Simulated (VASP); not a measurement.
**Si: single point with PBE0**

The system is Si.

```
CELL_PARAMETERS angstrom
-1.62691 1.62691 1.32033
1.62691 -1.62691 1.32033
1.62691 1.62691 -1.32033
ATOMIC_POSITIONS crystal
Si 0.00000 0.00000 0.00000
```

```
Program                            : VASP 6.6.1
Task                               : single point
Functional                         : PBE0
Potentials or basis                : VASP PAW PBE potentials, release 64 (Si)
Cutoff                             : 520 eV
k mesh                             : 8 × 8 × 8
Occupations                        : fermi-dirac, width 0.05 eV
Spin                               : no spin polarisation
Dipole correction                  : no
Grid for exact exchange (PRECFOCK) : Normal
Further INCAR settings             : ALGO = Normal; EDIFF = 1e-06; NBANDS = 8
Share of exact exchange            : 0.25
```

| Item | Value |
| --- | --- |
| Pressure | 0.9 GPa |
| Band gap on the k mesh | zero (bands 2 and 3 overlap by 14.40 eV) |

Stress tensor (GPa, compression positive):
```
 4.01  0.00  0.00
 0.00  4.01  0.00
 0.00  0.00 -5.23
```

Levels at points of the mesh, in eV from the Fermi level:
| k point | band 1 | band 2 | band 3 | band 4 | band 5 |
| --- | --- | --- | --- | --- | --- |
| (0.00, 0.00, 0.00) | -17.36 | 10.64 | 11.35 | 11.35 | 14.23 |
| (0.50, 0.00, 0.00) | -8.08 | -7.63 | 5.58 | 7.08 | 7.49 |
| (0.50, 0.50, 0.00) | -10.44 | -9.19 | 10.23 | 12.65 | 13.03 |
| (0.50, 0.50, 0.50) | -3.51 | -3.51 | -2.14 | 1.44 | 4.88 |

Wall time 27 min on 1 thread of Intel Xeon 8259CL, on a shared host, peak memory 0.11 GiB.

Caveat: the k points lie up to 0.38 Å⁻¹ apart, too coarse for converged energies and pressures of a metal; the PAW data sets were made with another functional, which shifts forces and pressure a little.
